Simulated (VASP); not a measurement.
# SrO (R-3m) in VASP: single point with PBE

Aim: the single point of SrO with PBE.

Everything below comes from runs of VASP 6.6.1. Logs are shortened: lines on timing, memory, paths and dates and some standing lists are left out, and cuts for length are marked.

### Step 1. The cell of the first run

Symmetry: R-3m, No. 166, trigonal system. The conventional cell has a = 3.602 Å, b = 3.602 Å, c = 8.290 Å, α = 90.00°, β = 90.00°, γ = 120.00°. Sr (site symmetry -3m) has 6 O at 2.50 Å within 3.3 Å. Within 3.3 Å of O (site symmetry -3m) lie 6 Sr at 2.50 Å.

### Step 2. Single point, PBE (strained)

Contents of INCAR:

```
PREC = Accurate
ENCUT = 520
EDIFF = 1E-6
ISMEAR = 0
SIGMA = 0.02
LREAL = F
LASPH = T
NELM = 80
ALGO = Normal
ISIF = 2
LWAVE = F
LCHARG = F
GGA = PE
NBANDS = 15
```

Contents of KPOINTS:

```
Automatic mesh
0
Gamma
  8 8 8
```

Contents of POSCAR:

```
SrO
1.0
    0.0000000000      2.5473399480      2.5473399480
    2.4445479480      0.1027920000      2.4445479480
    2.5473399480      2.5473399480      0.0000000000
Sr O
1 1
Direct
    0.0000000000      0.0000000000      0.0000000000
    0.5000000000      0.5000000000      0.5000000000
```

Potentials or basis: VASP PAW PBE potentials, release 64 (Sr_sv, O).

The run is started by

```
cat potpaw_PBE.64/Sr_sv/POTCAR potpaw_PBE.64/O/POTCAR > POTCAR
mpirun -np 1 vasp_std > vasp.out
```

OUTCAR:

```text
PREC = Accurate
   ENCUT = 520
   EDIFF = 1E-6
   ISMEAR = 0
   LREAL = F
   LASPH = T
   NELM = 80
   ISIF = 2
   GGA = PE

 ion  position               nearest neighbor table
   1  0.000  0.000  0.000-   2 2.50   2 2.50   2 2.50   2 2.50   2 2.50   2 2.50
   2  0.500  0.500  0.500-   1 2.50   1 2.50   1 2.50   1 2.50   1 2.50   1 2.50

  LATTYP: Found a trigonal (rhomboedric) cell.
 ALAT       =     3.4586407063
 COS(alpha) =     0.4575460005

  Lattice vectors:

 A1 = (  -0.1027920000,  -2.4445479480,   2.4445479480)
 A2 = (   2.4445479480,  -2.4445479480,  -0.1027920000)
 A3 = (   2.4445479480,   0.1027920000,   2.4445479480)

Analysis of symmetry for initial positions (statically):
=====================================================================
 Subroutine PRICEL returns:
 Original cell was already a primitive cell.

 Routine SETGRP: Setting up the symmetry group for a
 trigonal (rhombohedral) supercell.

 Subroutine GETGRP returns: Found 12 space group operations
 (whereof 12 operations were pure point group operations)
 out of a pool of 12 trial point group operations.

The static configuration has the point symmetry D_3d.

Analysis of symmetry for dynamics (positions and initial velocities):
=====================================================================
 Subroutine PRICEL returns:
 Original cell was already a primitive cell.

 Routine SETGRP: Setting up the symmetry group for a
 trigonal (rhombohedral) supercell.

 Subroutine GETGRP returns: Found 12 space group operations
 (whereof 12 operations were pure point group operations)
 out of a pool of 12 trial point group operations.

The dynamic configuration has the point symmetry D_3d.

 Subroutine INISYM returns: Found 12 space group operations
 (whereof 12 operations are pure point group operations),
 and found     1 'primitive' translations

----------------------------------------------------------------------------------------

                                     Primitive cell

  volume of cell :      31.0580

  direct lattice vectors                    reciprocal lattice vectors
     0.000000000  2.547339948  2.547339948    -0.200498618  0.200498618  0.192067753
     2.444547948  0.102792000  2.444547948     0.208929483 -0.208929483  0.208929483
     2.547339948  2.547339948  0.000000000     0.192067753  0.200498618 -0.200498618

  length of vectors
     3.602482702  3.458640706  3.602482702     0.342475420  0.361876480  0.342475420

[... 85 lines left out ...]
   NFREE  =      0    steps in history (QN), initial steepest desc. (CG)
   ISIF   =      2    stress and relaxation
   ISYM   =      2    0-nonsym 1-usesym 2-fastsym
   POTIM  = 0.5000    time-step for ionic-motion
   TEBEG  =    0.0;   TEEND  =   0.0 temperature during run
   PSTRESS=    0.0 pullay stress
   NELECT =      16.0000    total number of electrons
   NUPDOWN=      -1.0000    fix difference up-down
   EMIN   =  10.00;   EMAX   =-10.00  energy-range for DOS
   EFERMI =   0.00;   METHOD = LEGACY
   ISMEAR =     0;   SIGMA  =   0.02  broadening in eV -4-tet -1-fermi 0-gaus
   EFERMI_NEDOS =   21; number of points for ismear=-14 and -15
   IALGO  =     38    algorithm
   IMIX   =      4    mixing-type and parameters
     AMIX     =   0.40;   BMIX     =  1.00
     AMIX_MAG =   1.60;   BMIX_MAG =  1.00
  volume/ion in A,a.u.               =      15.53       104.80
  Fermi-wavevector in a.u.,A,eV,Ry     =   1.312372  2.480023 23.433573  1.722319
  Thomas-Fermi vector in A             =   2.442768
   LORBIT       =      0    0 simple, 1 ext, 2 COOP (PROOUT), +10 PAW based schemes
   GGA     = PE    functional components
   LHFCALC =     F    Hartree Fock is set to
   AEXX    =    0.0000 exact exchange contribution
   IVDW    =     0    specifies the selected vdW correction
   LEPSILON=     F    determine dielectric tensor
   LRPA    =     F    only Hartree local field effects (RPA)
 non-spin polarized calculation
 Gauss-broadening in eV      SIGMA  =   0.02
  energy-cutoff  :      520.00
  volume of cell :       31.06
 maximum number of plane-waves:       857
   NGX = 13   NGY = 13   NGZ = 13

 number of electron      15.9999998 magnetization

 Free energy of the ion-electron system (eV)
  ---------------------------------------------------
  ext. energy  EPLUGINS =         0.00000000
  ---------------------------------------------------
  free energy    TOTEN  =       -11.86189635 eV

  energy without entropy =      -11.86189635  energy(sigma->0) =      -11.86189635

 E-fermi :   2.3344     XC(G=0): -10.4642

 val. band max:        2.2105168096   @ k =   0.0000   0.0000   0.0000
 cond. band min:       5.3050884587   @ k =   0.5000   0.5000   0.0000
 fundamental gap:      3.0945716490
 Fermi energy:         2.3344094896

 k-point     1 :       0.0000    0.0000    0.0000
  band No.  band energies     occupation
      1     -30.0083      2.00000
      2     -13.0793      2.00000
      3     -11.5459      2.00000
      4     -11.5459      2.00000
      5     -11.4885      2.00000
      6       2.0988      2.00000
      7       2.0988      2.00000
      8       2.2105      2.00000
      9       6.7543      0.00000
     10       8.1935      0.00000
     11       8.1935      0.00000
     12       9.1572      0.00000
     13      10.9343      0.00000
     14      10.9343      0.00000
[... 401 lines left out ...]
      2     -14.0212      2.00000
      3     -11.8982      2.00000
      4     -11.8100      2.00000
      5     -11.2602      2.00000
      6       0.7658      2.00000
      7       1.7020      2.00000
      8       1.7397      2.00000
      9       6.3948      0.00000
     10       9.8714      0.00000
     11      11.9929      0.00000
     12      12.0317      0.00000
     13      12.6768      0.00000
     14      13.7776      0.00000
     15      19.8719      0.00000

 [... further k-points ...]
[... 5 lines left out ...]
  --------------------------------------------------------------------------------------
  -------------------------------------------------------------------------------------
  Total        2.7224815      2.7224815      2.7224815     -0.3578587     -0.3578587      0.3578587
  in kB      140.4434307    140.4434307    140.4434307    -18.4606948    -18.4606948     18.4606948
  external PRESSURE =     140.4434307 kB  Pullay stress =       0.0000000 kB

 VOLUME and BASIS-vectors are now :
 -----------------------------------------------------------------------------
  energy-cutoff  :      520.00
  volume of cell :       31.06
      direct lattice vectors                 reciprocal lattice vectors
     0.000000000  2.547339948  2.547339948    -0.200498618  0.200498618  0.192067753
     2.444547948  0.102792000  2.444547948     0.208929483 -0.208929483  0.208929483
     2.547339948  2.547339948  0.000000000     0.192067753  0.200498618 -0.200498618

 POSITION                                       TOTAL-FORCE (eV/Angst)
 -----------------------------------------------------------------------------------
      0.00000      0.00000      0.00000         0.000000     -0.000000      0.000000
      2.49594      2.59874      2.49594         0.000000      0.000000     -0.000000
 -----------------------------------------------------------------------------------
    total drift:                                0.000000      0.000000      0.000000

  FREE ENERGIE OF THE ION-ELECTRON SYSTEM (eV)
  ---------------------------------------------------
  free  energy   TOTEN  =       -11.8618963501 eV

  energy  without entropy=      -11.8618963501  energy(sigma->0) =      -11.86189635
```

OSZICAR:

```text
N       E                     dE             d eps       ncg     rms          rms(c)
DAV:   1     0.664792466900E+02    0.66479E+02   -0.85265E+03  1974   0.105E+03
DAV:   2    -0.113693908367E+02   -0.77849E+02   -0.71480E+02  2717   0.224E+02
DAV:   3    -0.140502432822E+02   -0.26809E+01   -0.26703E+01  2437   0.372E+01
DAV:   4    -0.141005309100E+02   -0.50288E-01   -0.50282E-01  2457   0.495E+00
DAV:   5    -0.141020326775E+02   -0.15018E-02   -0.15018E-02  2436   0.701E-01    0.196E+01
DAV:   6    -0.119815972461E+02    0.21204E+01   -0.63450E+00  1992   0.203E+01    0.230E+01
DAV:   7    -0.118713960807E+02    0.11020E+00   -0.24465E-01  2484   0.455E+00    0.135E+01
DAV:   8    -0.118595659299E+02    0.11830E-01   -0.10485E-01  2629   0.319E+00    0.807E-01
DAV:   9    -0.118612995243E+02   -0.17336E-02   -0.50299E-03  2590   0.481E-01    0.227E-01
DAV:  10    -0.118617870341E+02   -0.48751E-03   -0.48510E-04  2111   0.195E-01    0.543E-02
DAV:  11    -0.118618812842E+02   -0.94250E-04   -0.90396E-05  2279   0.720E-02    0.278E-02
DAV:  12    -0.118618962635E+02   -0.14979E-04   -0.19362E-05  2069   0.337E-02    0.789E-03
DAV:  13    -0.118618963501E+02   -0.86561E-07   -0.66664E-07  1822   0.744E-03
   1 F= -.11861896E+02 E0= -.11861896E+02  d E =-.476201E-21
```

Wall time 20 s (1 thread of Intel Xeon Platinum 8488C (Sapphire Rapids), shared host); peak memory 0.17 GiB.

Results:

- Free energy: -11.8619 eV
- Pressure: 14.0 GPa
- Band gap on the k mesh: 3.09 eV (least direct gap 3.15 eV)

Stress tensor (GPa, compression positive):
```
14.04 -1.85  1.85
-1.85 14.04 -1.85
 1.85 -1.85 14.04
```

Caveat: the cell differs from its parent crystal (strained); the cell stands under pressure.
